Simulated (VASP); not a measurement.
# Co (P6_3/mmc) in VASP: a series of runs

Runs on Co. Level: RPBE. Tasks: single point, relaxation of cell and atoms.

Program: VASP 6.6.1. These are calculated values, not measurements. Logs are shortened: lines on timing, memory, paths and dates and some standing lists are left out, and cuts for length are marked.

## 1. The cell of the first run

The structure is hexagonal, space group P6_3/mmc (No. 194). The conventional cell has a = 2.574 Å, b = 2.574 Å, c = 4.146 Å, α = 90.00°, β = 90.00°, γ = 120.00°. Within 3.4 Å of Co (site symmetry -6m2) lie 12 Co at 2.55 to 2.57 Å.

## 2. Single point, RPBE (volume scaled by 1.12)

File INCAR:

```
  PREC = Accurate
  ENCUT = 520
  EDIFF = 1E-7
  ISMEAR = -1
  SIGMA = 0.1
  LREAL = F
  LASPH = T
  NELM = 80
  ALGO = Normal
  ISIF = 2
  LWAVE = F
  LCHARG = F
  GGA = RP
  NBANDS = 16
```

File KPOINTS:

```
regular mesh
0
Gamma
  24 24 13
```

File POSCAR:

```
Co
1.0
    2.5735071671      0.0000000000      0.0000000000
   -1.2867535835      2.2287225836      0.0000000000
    0.0000000000      0.0000000000      4.1464110343
Co
2
Direct
    0.3333333333      0.6666666667      0.2500000000
    0.6666666667      0.3333333333      0.7500000000
```

Potentials or basis: VASP PAW PBE potentials, release 64 (Co).

Command:

```bash
$ cat potpaw_PBE.64/Co/POTCAR > POTCAR
$ mpirun -np 1 vasp_std > vasp.out
```

OUTCAR:

```text
PREC = Accurate
   ENCUT = 520
   EDIFF = 1E-7
   ISMEAR = -1
   LREAL = F
   LASPH = T
   NELM = 80
   ISIF = 2
   GGA = RP

 ion  position               nearest neighbor table
   1  0.333  0.667  0.250-   2 2.55   2 2.55   2 2.55   2 2.55   2 2.55   2 2.55
   2  0.667  0.333  0.750-   1 2.55   1 2.55   1 2.55   1 2.55   1 2.55   1 2.55

  LATTYP: Found a hexagonal cell.
 ALAT       =     2.5735071671
 C/A-ratio  =     1.6111907856

  Lattice vectors:

 A1 = (   2.5735071671,   0.0000000000,   0.0000000000)
 A2 = (  -1.2867535835,   2.2287225836,   0.0000000000)
 A3 = (   0.0000000000,   0.0000000000,   4.1464110343)

Analysis of symmetry for initial positions (statically):
=====================================================================
 Subroutine PRICEL returns:
 Original cell was already a primitive cell.

 Routine SETGRP: Setting up the symmetry group for a
 hexagonal supercell.

 Subroutine GETGRP returns: Found 24 space group operations
 (whereof 12 operations were pure point group operations)
 out of a pool of 24 trial point group operations.

The static configuration has the point symmetry D_3d.
 The point group associated with its full space group is D_6h.

Analysis of symmetry for dynamics (positions and initial velocities):
=====================================================================
 Subroutine PRICEL returns:
 Original cell was already a primitive cell.

 Routine SETGRP: Setting up the symmetry group for a
 hexagonal supercell.

 Subroutine GETGRP returns: Found 24 space group operations
 (whereof 12 operations were pure point group operations)
 out of a pool of 24 trial point group operations.

The dynamic configuration has the point symmetry D_3d.
 The point group associated with its full space group is D_6h.

 Subroutine INISYM returns: Found 24 space group operations
 (whereof 12 operations are pure point group operations),
 and found     1 'primitive' translations

----------------------------------------------------------------------------------------

                                     Primitive cell

  volume of cell :      23.7823

  direct lattice vectors                    reciprocal lattice vectors
     2.573507167  0.000000000  0.000000000     0.388574787  0.224343758  0.000000000
    -1.286753583  2.228722584  0.000000000     0.000000000  0.448687516  0.000000000
     0.000000000  0.000000000  4.146411034     0.000000000  0.000000000  0.241172424

  length of vectors
     2.573507167  2.573507167  4.146411034     0.448687516  0.448687516  0.241172424

  position of ions in fractional coordinates (direct lattice)
     0.333333333  0.666666667  0.250000000
     0.666666667  0.333333333  0.750000000

  ion indices of the primitive-cell ions
   primitive index   ion index
                 1           1
                 2           2

----------------------------------------------------------------------------------------

 KPOINTS: regular mesh

Automatic generation of k-mesh.
 Grid dimensions read from file:
 generate k-points for:   24   24   13

 Generating k-lattice:

  Cartesian coordinates                     Fractional coordinates (reciprocal lattice)
     0.016190616  0.009347657  0.000000000     0.041666667 -0.000000000  0.000000000
     0.000000000  0.018695313  0.000000000     0.000000000  0.041666667  0.000000000
     0.000000000  0.000000000  0.018551725     0.000000000  0.000000000  0.076923077

  Length of vectors
     0.018695313  0.018695313  0.018551725

  Shift w.r.t. Gamma in fractional coordinates (k-lattice)
     0.000000000  0.000000000  0.000000000

 Subroutine IBZKPT returns following result:
 ===========================================

 Found    427 irreducible k-points:

 Following reciprocal coordinates:
            Coordinates               Weight
  0.000000  0.000000  0.000000      1.000000
  0.041667 -0.000000  0.000000      6.000000
  0.083333  0.000000  0.000000      6.000000
  0.125000  0.000000  0.000000      6.000000
  0.166667 -0.000000  0.000000      6.000000
  0.208333 -0.000000  0.000000      6.000000
[... 16 lines left out ...]
  0.416667  0.041667  0.000000     12.000000
  0.458333  0.041667  0.000000     12.000000
 [... further k-points ...]
   k-points           NKPTS =    427   k-points in BZ     NKDIM =    427   number of bands    NBANDS=     16
   number of dos      NEDOS =    301   number of ions     NIONS =      2
   total plane-waves  NPLWV =  12800
   dimension x,y,z NGX =    20 NGY =   20 NGZ =   32
   dimension x,y,z NGXF=    40 NGYF=   40 NGZF=   64
   ions per type =               2
   NGX,Y,Z   is equivalent  to a cutoff of  12.92, 12.92, 12.83 a.u.
   NGXF,Y,Z  is equivalent  to a cutoff of  25.84, 25.84, 25.66 a.u.
 SYSTEM =  unknown system
   PREC   = accura    normal or accurate (medium, high low for compatibility)
   ISTART =      0    job   : 0-new  1-cont  2-samecut
   ICHARG =      2    charge: 1-file 2-atom 10-const
   ISPIN  =      1    spin polarized calculation?
   LNONCOLLINEAR =      F non collinear calculations
   LSORBIT =      F    spin-orbit coupling
   LASPH  =      T    aspherical Exc in radial PAW
   ENCUT  =  520.0 eV  38.22 Ry    6.18 a.u.   4.79  4.79  7.71*2*pi/ulx,y,z
   NELM   =     80;   NELMIN=  2; NELMDL= -5     # of ELM steps
   EDIFF  = 0.1E-06   stopping-criterion for ELM
   LREAL  =      F    real-space projection
   EDIFFG = 0.1E-05   stopping-criterion for IOM
   NSW    =      0    number of steps for IOM
   IBRION =     -1    ionic relax: 0-MD 1-quasi-New 2-CG
   NFREE  =      0    steps in history (QN), initial steepest desc. (CG)
   ISIF   =      2    stress and relaxation
   ISYM   =      2    0-nonsym 1-usesym 2-fastsym
   POTIM  = 0.5000    time-step for ionic-motion
   TEBEG  =    0.0;   TEEND  =   0.0 temperature during run
   PSTRESS=    0.0 pullay stress
   NELECT =      18.0000    total number of electrons
   NUPDOWN=      -1.0000    fix difference up-down
   EMIN   =  10.00;   EMAX   =-10.00  energy-range for DOS
   EFERMI =   0.00;   METHOD = LEGACY
   ISMEAR =    -1;   SIGMA  =   0.10  broadening in eV -4-tet -1-fermi 0-gaus
   EFERMI_NEDOS =   21; number of points for ismear=-14 and -15
   IALGO  =     38    algorithm
   IMIX   =      4    mixing-type and parameters
     AMIX     =   0.40;   BMIX     =  1.00
     AMIX_MAG =   1.60;   BMIX_MAG =  1.00
  volume/ion in A,a.u.               =      11.89        80.25
  Fermi-wavevector in a.u.,A,eV,Ry     =   1.491928  2.819334 30.284500  2.225848
  Thomas-Fermi vector in A             =   2.604520
   LORBIT       =      0    0 simple, 1 ext, 2 COOP (PROOUT), +10 PAW based schemes
   GGA     = RP    functional components
   LHFCALC =     F    Hartree Fock is set to
   AEXX    =    0.0000 exact exchange contribution
   IVDW    =     0    specifies the selected vdW correction
   LEPSILON=     F    determine dielectric tensor
   LRPA    =     F    only Hartree local field effects (RPA)
 non-spin polarized calculation
  energy-cutoff  :      520.00
  volume of cell :       23.78
 maximum number of plane-waves:       660
 NGX is ok and might be reduce to    20
   NGX =  9   NGY =  9   NGZ = 15

 number of electron      18.0000015 magnetization

 Free energy of the ion-electron system (eV)
  ---------------------------------------------------
  ext. energy  EPLUGINS =         0.00000000
  ---------------------------------------------------
  free energy    TOTEN  =       -12.43312513 eV

  energy without entropy =      -12.21904148  energy(sigma->0) =      -12.32608331

 E-fermi :   8.9716     XC(G=0): -12.7728

 val. band max:        8.9714216273   @ k =   0.2917   0.0000   0.3846
 cond. band min:       8.9716251813   @ k =   0.0417  -0.0000   0.3846
 fundamental gap:      0.0002035540
 Fermi energy:         8.9716087461

 k-point     1 :       0.0000    0.0000    0.0000
  band No.  band energies     occupation
      1       0.7626      2.00000
      2       4.9017      2.00000
      3       7.4413      2.00000
      4       7.4628      2.00000
      5       7.4628      2.00000
      6       7.7549      1.99999
[... 8 lines left out ...]
     15      32.1700      0.00000
     16      32.1700      0.00000

 k-point     2 :       0.0417   -0.0000    0.0000
  band No.  band energies     occupation
      1       0.8195      2.00000
      2       4.9376      2.00000
      3       7.3532      2.00000
      4       7.4887      2.00000
      5       7.5424      2.00000
      6       7.7409      1.99999
[... 8 lines left out ...]
     15      31.1043      0.00000
     16      31.3768      0.00000

 k-point     3 :       0.0833    0.0000    0.0000
  band No.  band energies     occupation
      1       0.9891      2.00000
      2       5.0415      2.00000
      3       7.2397      2.00000
      4       7.5654      2.00000
      5       7.6258      2.00000
      6       7.7096      1.99999
[... 8 lines left out ...]
     15      30.2061      0.00000
     16      30.3851      0.00000

 k-point     4 :       0.1250    0.0000    0.0000
  band No.  band energies     occupation
      1       1.2678      2.00000
      2       5.2016      2.00000
      3       7.1102      2.00000
      4       7.4999      2.00000
      5       7.6147      2.00000
      6       7.6896      1.99999
[... 8 lines left out ...]
     15      29.0539      0.00000
     16      29.9347      0.00000

 k-point     5 :       0.1667   -0.0000    0.0000
  band No.  band energies     occupation
      1       1.6489      2.00000
      2       5.3950      2.00000
      3       6.9746      2.00000
      4       7.1157      2.00000
      5       7.5434      2.00000
      6       7.8301      1.99998
[... 8 lines left out ...]
     15      27.9620      0.00000
     16      29.5095      0.00000

 k-point     6 :       0.2083   -0.0000    0.0000
  band No.  band energies     occupation
      1       2.1217      2.00000
      2       5.5841      2.00000
      3       6.7712      2.00000
      4       6.8531      2.00000
      5       7.4762      2.00000
      6       7.7339      1.99999
[... 8 lines left out ...]
     15      26.9458      0.00000
     16      29.0241      0.00000

 k-point     7 :       0.2500    0.0000    0.0000
  band No.  band energies     occupation
      1       2.6693      2.00000
      2       5.7171      2.00000
      3       6.4737      2.00000
      4       6.7731      2.00000
      5       7.4405      2.00000
      6       7.6367      2.00000
[... 8 lines left out ...]
     15      26.0171      0.00000
     16      28.1464      0.00000

 k-point     8 :       0.2917    0.0000    0.0000
  band No.  band energies     occupation
      1       3.2649      2.00000
      2       5.7546      2.00000
      3       6.2242      2.00000
      4       6.7502      2.00000
      5       7.4605      2.00000
      6       7.5445      2.00000
[... 8 lines left out ...]
     15      25.1889      0.00000
     16      26.6449      0.00000

 k-point     9 :       0.3333    0.0000    0.0000
  band No.  band energies     occupation
      1       3.8660      2.00000
      2       5.7103      2.00000
      3       6.0220      2.00000
      4       6.7746      2.00000
      5       7.4623      2.00000
      6       7.5354      2.00000
[... 8 lines left out ...]
     15      24.4760      0.00000
     16      25.2252      0.00000
[... 172 lines left out ...]
 k-point    19 :       0.2500    0.0417    0.0000
  band No.  band energies     occupation
      1       3.0006      2.00000
      2       5.7704      2.00000
      3       6.3366      2.00000
      4       6.7252      2.00000
      5       7.4472      2.00000
      6       7.5444      2.00000
[... 8 lines left out ...]
     15      24.9584      0.00000
     16      27.4120      0.00000

 k-point    20 :       0.2917    0.0417    0.0000
  band No.  band energies     occupation
      1       3.6038      2.00000
      2       5.7617      2.00000
      3       6.1155      2.00000
      4       6.7268      2.00000
      5       7.4635      2.00000
      6       7.4962      2.00000
[... 8 lines left out ...]
     15      24.2470      0.00000
     16      25.9533      0.00000

 k-point    21 :       0.3333    0.0417    0.0000
  band No.  band energies     occupation
      1       4.1841      2.00000
      2       5.6920      2.00000
      3       5.9403      2.00000
      4       6.7726      2.00000
      5       7.3961      2.00000
      6       7.5866      2.00000
[... 8 lines left out ...]
     15      23.6349      0.00000
     16      24.5789      0.00000

 k-point    22 :       0.3750    0.0417    0.0000
  band No.  band energies     occupation
      1       4.6734      2.00000
      2       5.6028      2.00000
      3       5.8100      2.00000
      4       6.8648      2.00000
      5       7.3448      2.00000
      6       7.5460      2.00000
[... 8 lines left out ...]
     15      23.1308      0.00000
     16      23.3061      0.00000

 k-point    23 :       0.4167    0.0417    0.0000
  band No.  band energies     occupation
      1       5.0170      2.00000
      2       5.5159      2.00000
      3       5.7238      2.00000
      4       6.9893      2.00000
      5       7.3107      2.00000
      6       7.4975      2.00000
[... 8 lines left out ...]
     15      22.1860      0.00000
     16      22.6851      0.00000

 k-point    24 :       0.4583    0.0417    0.0000
  band No.  band energies     occupation
      1       5.2056      2.00000
      2       5.4432      2.00000
      3       5.6809      2.00000
      4       7.0836      2.00000
      5       7.2939      2.00000
      6       7.4719      2.00000
[... 8 lines left out ...]
     15      21.4015      0.00000
     16      22.2047      0.00000

 [... further k-points ...]
[... 5 lines left out ...]
  --------------------------------------------------------------------------------------
  -------------------------------------------------------------------------------------
  Total       -2.9017437     -2.9017437     -2.9907300     -0.0000000     -0.0000000      0.0000000
  in kB     -195.4861045   -195.4861045   -201.4809723     -0.0000000     -0.0000000      0.0000000
  external PRESSURE =    -197.4843938 kB  Pullay stress =       0.0000000 kB

 VOLUME and BASIS-vectors are now :
 -----------------------------------------------------------------------------
  energy-cutoff  :      520.00
  volume of cell :       23.78
      direct lattice vectors                 reciprocal lattice vectors
     2.573507167  0.000000000  0.000000000     0.388574787  0.224343758  0.000000000
    -1.286753583  2.228722584  0.000000000     0.000000000  0.448687516  0.000000000
     0.000000000  0.000000000  4.146411034     0.000000000  0.000000000  0.241172424

 POSITION                                       TOTAL-FORCE (eV/Angst)
 -----------------------------------------------------------------------------------
     -0.00000      1.48582      1.03660        -0.000000      0.000000      0.000000
      1.28675      0.74291      3.10981         0.000000     -0.000000      0.000000
 -----------------------------------------------------------------------------------
    total drift:                               -0.000000      0.000000     -0.000000

  FREE ENERGIE OF THE ION-ELECTRON SYSTEM (eV)
  ---------------------------------------------------
  free  energy   TOTEN  =       -12.4331251302 eV

  energy  without entropy=      -12.2190414836  energy(sigma->0) =      -12.32608331
```

Wall time 99 s (1 thread of Intel Xeon 6975P-C, shared host); peak memory 0.25 GiB.

Results:

| Item | Value |
| --- | --- |
| Free energy | -12.4331 eV |
| Pressure | -19.7 GPa |
| Band gap on the k mesh | zero (band 9 reaches 9.28 eV, above the bottom of band 10 at 8.05 eV) |

Caveat: the cell differs from its parent crystal (volume scaled by 1.12); the PAW data sets were made with another functional, which shifts forces and pressure a little; the run has no spin polarisation, though such a crystal can be magnetic. Spin polarisation is off, so any magnetic state and its effect on volume and gap are missing.

## 3. Single point, RPBE, non-collinear spin, zero start, spin-orbit coupling

This run uses another cell than the first one, of 10.62 Å³/atom, 0.893 times its volume.

File INCAR:

```
  PREC = Accurate
  ENCUT = 520
  EDIFF = 1E-6
  ISMEAR = -1
  SIGMA = 0.1
  LREAL = F
  LASPH = T
  NELM = 150
  ALGO = Normal
  ISIF = 2
  LWAVE = F
  LCHARG = F
  MAGMOM = 0 0 0 0 0 0
  LORBIT = 11
  LSORBIT = T
  GGA_COMPAT = F
  LORBMOM = T
  LMAXMIX = 4
  GGA = RP
  NBANDS = 30
```

File KPOINTS:

```
regular mesh
0
Gamma
  14 14 8
```

File POSCAR:

```
Co
1.0
    2.4781031202      0.0000000000      0.0000000000
   -1.2390515601      2.1461002553      0.0000000000
    0.0000000000      0.0000000000      3.9926969131
Co
2
Direct
    0.3333333333      0.6666666667      0.2500000000
    0.6666666667      0.3333333333      0.7500000000
```

Potentials or basis: VASP PAW PBE potentials, release 64 (Co).

Command:

```bash
$ cat potpaw_PBE.64/Co/POTCAR > POTCAR
$ mpirun -np 1 vasp_ncl > vasp.out
```

Run time: 2 min. Hardware: 1 thread of Intel Xeon 6975P-C, shared host; peak memory 0.24 GiB.

The run converged. Its results:

| Property | Result |
| --- | --- |
| Free energy | -12.6304 eV |
| Pressure | -0.4 GPa |
| Net moment | 0.00 μB per cell |
| Valence electrons inside the program's atomic spheres | Co 8.32 |

Stress tensor (GPa, compression positive):
```
-0.37  0.00  0.00
 0.00 -0.37  0.00
 0.00  0.00 -0.49
```

Moments on the atoms (μB; x, y, z):
```
Co  0.00 0.00 0.00
Co  0.00 0.00 0.00
```

Caveat: the PAW data sets were made with another functional, which shifts forces and pressure a little.

(Part 1 of 2 ends here.)
